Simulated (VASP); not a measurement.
# TaN (Fm-3m) in VASP: settings compared

Aim: see how the results for TaN move with the level of theory and the settings. Levels: RPBE+D3(BJ), PBEsol. Tasks: single point.

Everything below comes from runs of VASP 6.6.1. Logs are shortened: lines on timing, memory, paths and dates and some standing lists are left out, and cuts for length are marked.

**1. The cell of the first run**

It takes space group Fm-3m (No. 225, cubic). Conventional cell: a = 4.257 Å, b = 4.257 Å, c = 4.257 Å, α = 90.00°, β = 90.00°, γ = 90.00°. Ta (site symmetry m-3m) has 6 N at 2.13 Å within 2.8 Å. N (site symmetry m-3m) has 6 Ta at 2.13 Å within 2.8 Å.

**2. Single point, RPBE+D3(BJ)**

File INCAR:

```
PREC     = Accurate       # precision mode
ENCUT    = 700            # plane-wave cutoff, eV
EDIFF    = 1E-6           # SCF threshold, eV
ISMEAR   = -1             # smearing method
SIGMA    = 0.05           # smearing width, eV
LREAL    = F              # projectors in reciprocal space
LASPH    = T              # aspherical terms in the spheres
NELM     = 120            # most SCF steps
ALGO     = Normal         # electronic algorithm
ISIF     = 2              # what is computed and relaxed
LWAVE    = F              # write WAVECAR
LCHARG   = F              # write CHGCAR
GGA      = RP             # functional
IVDW     = 12             # dispersion correction
NBANDS   = 16             # bands
GGA_COMPAT= F
```

File KPOINTS:

```
regular mesh
0
Gamma
  10 10 10
```

File POSCAR:

```
TaN
1.0
    0.0000000000      2.1285781961      2.1285781961
    2.1285781961      0.0000000000      2.1285781961
    2.1285781961      2.1285781961      0.0000000000
Ta N
1 1
Direct
    0.5000000000      0.5000000000      0.5000000000
    0.0000000000      0.0000000000      0.0000000000
```

Potentials or basis: VASP PAW PBE potentials, release 64 (Ta_sv_GW, N).

The run is started by

```sh
$ cat potpaw_PBE.64/Ta_sv_GW/POTCAR potpaw_PBE.64/N/POTCAR > POTCAR
$ mpirun -np 1 vasp_std > vasp.out
```

OUTCAR:

```text
PREC = Accurate
   ENCUT = 700
   EDIFF = 1E-6
   ISMEAR = -1
   LREAL = F
   LASPH = T
   NELM = 120
   ISIF = 2
   GGA = RP
   IVDW = 12
 IVDW          = 12

 ion  position               nearest neighbor table
   1  0.500  0.500  0.500-   2 2.13   2 2.13   2 2.13   2 2.13   2 2.13   2 2.13
   2  0.000  0.000  0.000-   1 2.13   1 2.13   1 2.13   1 2.13   1 2.13   1 2.13

  LATTYP: Found a face centered cubic cell.
 ALAT       =     4.2571563922

  Lattice vectors:

 A1 = (   0.0000000000,   2.1285781961,   2.1285781961)
 A2 = (   2.1285781961,   0.0000000000,   2.1285781961)
 A3 = (   2.1285781961,   2.1285781961,   0.0000000000)

Analysis of symmetry for initial positions (statically):
=====================================================================
 Subroutine PRICEL returns:
 Original cell was already a primitive cell.

 Routine SETGRP: Setting up the symmetry group for a
 face centered cubic supercell.

 Subroutine GETGRP returns: Found 48 space group operations
 (whereof 48 operations were pure point group operations)
 out of a pool of 48 trial point group operations.

The static configuration has the point symmetry O_h .

Analysis of symmetry for dynamics (positions and initial velocities):
=====================================================================
 Subroutine PRICEL returns:
 Original cell was already a primitive cell.

 Routine SETGRP: Setting up the symmetry group for a
 face centered cubic supercell.

 Subroutine GETGRP returns: Found 48 space group operations
 (whereof 48 operations were pure point group operations)
 out of a pool of 48 trial point group operations.

The dynamic configuration has the point symmetry O_h .

 Subroutine INISYM returns: Found 48 space group operations
 (whereof 48 operations are pure point group operations),
 and found     1 'primitive' translations

----------------------------------------------------------------------------------------

                                     Primitive cell

  volume of cell :      19.2885

  direct lattice vectors                    reciprocal lattice vectors
     0.000000000  2.128578196  2.128578196    -0.234898582  0.234898582  0.234898582
     2.128578196  0.000000000  2.128578196     0.234898582 -0.234898582  0.234898582
     2.128578196  2.128578196  0.000000000     0.234898582  0.234898582 -0.234898582

  length of vectors
     3.010264153  3.010264153  3.010264153     0.406856279  0.406856279  0.406856279

  position of ions in fractional coordinates (direct lattice)
     0.500000000  0.500000000  0.500000000
     0.000000000  0.000000000  0.000000000

  ion indices of the primitive-cell ions
   primitive index   ion index
                 1           1
                 2           2

----------------------------------------------------------------------------------------

 KPOINTS: regular mesh

Automatic generation of k-mesh.
 Grid dimensions read from file:
 generate k-points for:   10   10   10

 Generating k-lattice:

  Cartesian coordinates                     Fractional coordinates (reciprocal lattice)
    -0.023489858  0.023489858  0.023489858     0.100000000  0.000000000  0.000000000
     0.023489858 -0.023489858  0.023489858     0.000000000  0.100000000  0.000000000
     0.023489858  0.023489858 -0.023489858     0.000000000  0.000000000  0.100000000

  Length of vectors
     0.040685628  0.040685628  0.040685628

  Shift w.r.t. Gamma in fractional coordinates (k-lattice)
     0.000000000  0.000000000  0.000000000

 Subroutine IBZKPT returns following result:
 ===========================================

 Found     47 irreducible k-points:

 Following reciprocal coordinates:
            Coordinates               Weight
  0.000000  0.000000  0.000000      1.000000
  0.100000  0.000000  0.000000      8.000000
  0.200000  0.000000  0.000000      8.000000
  0.300000  0.000000  0.000000      8.000000
  0.400000  0.000000  0.000000      8.000000
  0.500000  0.000000  0.000000      4.000000
[... 16 lines left out ...]
  0.300000  0.300000  0.000000      6.000000
  0.400000  0.300000  0.000000     24.000000
 [... further k-points ...]
   k-points           NKPTS =     47   k-points in BZ     NKDIM =     47   number of bands    NBANDS=     16
   number of dos      NEDOS =    301   number of ions     NIONS =      2
   total plane-waves  NPLWV =  21952
   dimension x,y,z NGX =    28 NGY =   28 NGZ =   28
   dimension x,y,z NGXF=    56 NGYF=   56 NGZF=   56
   ions per type =               1   1
   NGX,Y,Z   is equivalent  to a cutoff of  15.46, 15.46, 15.46 a.u.
   NGXF,Y,Z  is equivalent  to a cutoff of  30.93, 30.93, 30.93 a.u.
 SYSTEM =  unknown system
   PREC   = accura    normal or accurate (medium, high low for compatibility)
   ISTART =      0    job   : 0-new  1-cont  2-samecut
   ICHARG =      2    charge: 1-file 2-atom 10-const
   ISPIN  =      1    spin polarized calculation?
   LNONCOLLINEAR =      F non collinear calculations
   LSORBIT =      F    spin-orbit coupling
   LASPH  =      T    aspherical Exc in radial PAW
   ENCUT  =  700.0 eV  51.45 Ry    7.17 a.u.   6.49  6.49  6.49*2*pi/ulx,y,z
   NELM   =    120;   NELMIN=  2; NELMDL= -5     # of ELM steps
   EDIFF  = 0.1E-05   stopping-criterion for ELM
   LREAL  =      F    real-space projection
[... 7 lines left out ...]
   TEBEG  =    0.0;   TEEND  =   0.0 temperature during run
   PSTRESS=    0.0 pullay stress
   NELECT =      18.0000    total number of electrons
   NUPDOWN=      -1.0000    fix difference up-down
   EMIN   =  10.00;   EMAX   =-10.00  energy-range for DOS
   EFERMI =   0.00;   METHOD = LEGACY
   ISMEAR =    -1;   SIGMA  =   0.05  broadening in eV -4-tet -1-fermi 0-gaus
   EFERMI_NEDOS =   21; number of points for ismear=-14 and -15
   IALGO  =     38    algorithm
   IMIX   =      4    mixing-type and parameters
     AMIX     =   0.40;   BMIX     =  1.00
     AMIX_MAG =   1.60;   BMIX_MAG =  1.00
  volume/ion in A,a.u.               =       9.64        65.08
  Fermi-wavevector in a.u.,A,eV,Ry     =   1.599801  3.023186 34.822266  2.559364
  Thomas-Fermi vector in A             =   2.697037
   LORBIT       =      0    0 simple, 1 ext, 2 COOP (PROOUT), +10 PAW based schemes
   GGA     = RP    functional components
   LHFCALC =     F    Hartree Fock is set to
   AEXX    =    0.0000 exact exchange contribution
   IVDW    =    12    specifies the selected vdW correction
   LEPSILON=     F    determine dielectric tensor
   LRPA    =     F    only Hartree local field effects (RPA)
 non-spin polarized calculation
  energy-cutoff  :      700.00
  volume of cell :       19.29
 maximum number of plane-waves:       869
 NGX is ok and might be reduce to    28
   NGX = 13   NGY = 13   NGZ = 13

 number of electron      18.0000000 magnetization

 Free energy of the ion-electron system (eV)
  ---------------------------------------------------
  ext. energy  EPLUGINS =         0.00000000
  ---------------------------------------------------
  free energy    TOTEN  =       -22.91831565 eV

  energy without entropy =      -22.91337127  energy(sigma->0) =      -22.91584346

 E-fermi :  15.5166     XC(G=0): -14.2924

 val. band max:       15.3856199595   @ k =  -0.3000   0.4000   0.2000
 cond. band min:      15.5539276289   @ k =  -0.3000   0.3000   0.1000
 fundamental gap:      0.1683076694
 Fermi energy:        15.5165897711

 k-point     1 :       0.0000    0.0000    0.0000
  band No.  band energies     occupation
      1     -53.9875      2.00000
      2     -20.1143      2.00000
      3     -20.1143      2.00000
      4     -20.1143      2.00000
      5      -4.2302      2.00000
      6      11.3866      2.00000
[... 8 lines left out ...]
     15      24.6355      0.00000
     16      41.4916      0.00000

 k-point     2 :       0.1000    0.0000    0.0000
  band No.  band energies     occupation
      1     -53.9787      2.00000
      2     -20.2428      2.00000
      3     -20.1250      2.00000
      4     -20.1250      2.00000
      5      -3.9413      2.00000
      6      10.2032      2.00000
[... 8 lines left out ...]
     15      25.4599      0.00000
     16      38.4331      0.00000

 k-point     3 :       0.2000    0.0000    0.0000
  band No.  band energies     occupation
      1     -53.9563      2.00000
      2     -20.5659      2.00000
      3     -20.1530      2.00000
      4     -20.1530      2.00000
      5      -3.1611      2.00000
      6       8.2515      2.00000
[... 8 lines left out ...]
     15      27.4547      0.00000
     16      34.9480      0.00000

 k-point     4 :       0.3000    0.0000    0.0000
  band No.  band energies     occupation
      1     -53.9287      2.00000
      2     -20.9414      2.00000
      3     -20.1872      2.00000
      4     -20.1872      2.00000
      5      -2.1061      2.00000
      6       6.3800      2.00000
[... 8 lines left out ...]
     15      28.6743      0.00000
     16      32.5401      0.00000

 k-point     5 :       0.4000    0.0000    0.0000
  band No.  band energies     occupation
      1     -53.9061      2.00000
      2     -21.2289      2.00000
      3     -20.2145      2.00000
      4     -20.2145      2.00000
      5      -1.0861      2.00000
      6       4.9108      2.00000
[... 8 lines left out ...]
     15      28.5825      0.00000
     16      29.5173      0.00000

 k-point     6 :       0.5000    0.0000    0.0000
  band No.  band energies     occupation
      1     -53.8974      2.00000
      2     -21.3352      2.00000
      3     -20.2248      2.00000
      4     -20.2248      2.00000
      5      -0.6075      2.00000
      6       4.2911      2.00000
[... 8 lines left out ...]
     15      28.1295      0.00000
     16      28.1295      0.00000
[... 267 lines left out ...]
 k-point    21 :      -0.3000    0.2000    0.0000
  band No.  band energies     occupation
      1     -53.8977      2.00000
      2     -21.0441      2.00000
      3     -20.5239      2.00000
      4     -20.2271      2.00000
      5      -1.4843      2.00000
      6       5.5270      2.00000
[... 8 lines left out ...]
     15      28.0103      0.00000
     16      29.2784      0.00000

 k-point    22 :      -0.2000    0.2000    0.0000
  band No.  band energies     occupation
      1     -53.9191      2.00000
      2     -20.8727      2.00000
      3     -20.4238      2.00000
      4     -20.1731      2.00000
      5      -2.0278      2.00000
      6       6.2126      2.00000
[... 8 lines left out ...]
     15      29.2097      0.00000
     16      29.5884      0.00000

 k-point    23 :       0.3000    0.3000    0.0000
  band No.  band energies     occupation
      1     -53.9095      2.00000
      2     -20.8394      2.00000
      3     -20.3773      2.00000
      4     -20.3773      2.00000
      5      -2.6377      2.00000
      6       6.7484      2.00000
[... 8 lines left out ...]
     15      30.0424      0.00000
     16      31.9718      0.00000

 k-point    24 :       0.4000    0.3000    0.0000
  band No.  band energies     occupation
      1     -53.8917      2.00000
      2     -20.9805      2.00000
      3     -20.4560      2.00000
      4     -20.4183      2.00000
      5      -2.5339      2.00000
      6       7.0695      2.00000
[... 8 lines left out ...]
     15      27.3731      0.00000
     16      31.6814      0.00000

 [... further k-points ...]

------------------------ aborting loop because EDIFF is reached ----------------------------------------

 Edisp (eV)   -6.33214

 E8    (eV) :    -4.4329

  FORCE on cell =-STRESS in cart. coord.  units (eV):
  Direction    XX          YY          ZZ          XY          YZ          ZX
  --------------------------------------------------------------------------------------
  -------------------------------------------------------------------------------------
  Total       0.04408     0.04408     0.04408     0.00000     0.00000     0.00000
  in kB       3.66114     3.66114     3.66114     0.00000     0.00000     0.00000
  external pressure =        3.66 kB  Pullay stress =        0.00 kB

 VOLUME and BASIS-vectors are now :
 -----------------------------------------------------------------------------
  energy-cutoff  :      700.00
  volume of cell :       19.29
      direct lattice vectors                 reciprocal lattice vectors
     0.000000000  2.128578196  2.128578196    -0.234898582  0.234898582  0.234898582
     2.128578196  0.000000000  2.128578196     0.234898582 -0.234898582  0.234898582
     2.128578196  2.128578196  0.000000000     0.234898582  0.234898582 -0.234898582

 POSITION                                       TOTAL-FORCE (eV/Angst)
 -----------------------------------------------------------------------------------
      2.12858      2.12858      2.12858         0.000000     -0.000000     -0.000000
      0.00000      0.00000      0.00000        -0.000000      0.000000      0.000000
 -----------------------------------------------------------------------------------
    total drift:                                0.000000      0.000000      0.000000

  FREE ENERGIE OF THE ION-ELECTRON SYSTEM (eV)
  ---------------------------------------------------
  free  energy   TOTEN  =       -29.2504589245 eV

  energy  without entropy=      -29.2455145417  energy(sigma->0) =      -29.24798673
```

Run time: 13 s. Hardware: 1 thread of Intel Xeon 6975P-C (Granite Rapids), shared host; peak memory 0.18 GiB.

What came out:

```
Free energy                : -29.2505 eV
Pressure                   : 0.4 GPa
Band gap on the k mesh     : zero (bands 9 and 10 overlap by 4.62 eV)
Dispersion energy per atom : -3.166 eV
```

Caveat: the dispersion term is far too large for a dense solid, which distorts pressure and volume; the PAW data sets were made with another functional, which shifts forces and pressure a little; spin-orbit coupling is left out, which moves the levels of the heavy elements.

**3. Single point, PBEsol**

This run uses another cell than the first one, of 10.41 Å³/atom.

File INCAR:

```
PREC = Accurate
ENCUT = 700
EDIFF = 1E-6
ISMEAR = -1
SIGMA = 0.05
LREAL = False
LASPH = True
NELM = 120
ALGO = Normal
ISIF = 2
LWAVE = False
LCHARG = False
GGA = PS
NBANDS = 16
GGA_COMPAT = False
```

KPOINTS is that of step 2.

File POSCAR:

```
TaN
1.0
    0.0000000000      2.1835985740      2.1835985740
    2.1835985740      0.0000000000      2.1835985740
    2.1835985740      2.1835985740      0.0000000000
Ta N
1 1
Direct
    0.5000000000      0.5000000000      0.5000000000
    0.0000000000      0.0000000000      0.0000000000
```

Potentials or basis: VASP PAW PBE potentials, release 64 (Ta_sv_GW, N).

The run is started by

```sh
$ cat potpaw_PBE.64/Ta_sv_GW/POTCAR potpaw_PBE.64/N/POTCAR > POTCAR
$ mpirun -np 1 vasp_std > vasp.out
```

Run time: 13 s. Hardware: 1 thread of AMD EPYC 9R45 (Zen 5), shared host; peak memory 0.15 GiB.

Results (log left out):

```yaml
Free_energy: -25.7768 eV
Pressure: 2.0 GPa
Band_gap_on_the_k_mesh: zero (bands 9 and 10 overlap by 4.16 eV)
```

Levels at points of the mesh, in eV from the Fermi level:
| k point | band 5 | band 6 | band 7 | band 8 | band 9 | band 10 | band 11 | band 12 | band 13 | band 14 |
| --- | --- | --- | --- | --- | --- | --- | --- | --- | --- | --- |
| (0.00, 0.00, 0.00) | -18.98 | -3.87 | -3.87 | -3.87 | -2.21 | -2.21 | -2.21 | 0.01 | 0.01 | 1.69 |
| (0.50, 0.00, 0.00) | -15.78 | -10.59 | -7.76 | -7.76 | 1.95 | 1.95 | 2.05 | 3.81 | 7.76 | 7.76 |
| (0.50, 0.50, 0.00) | -17.71 | -6.68 | -5.66 | -4.67 | -4.67 | 2.14 | 3.66 | 3.66 | 4.77 | 6.94 |

Caveat: the PAW data sets were made with another functional, which shifts forces and pressure a little; spin-orbit coupling is left out, which moves the levels of the heavy elements.

The gap in the log of VASP goes by the Fermi energy; the results here count the filled bands.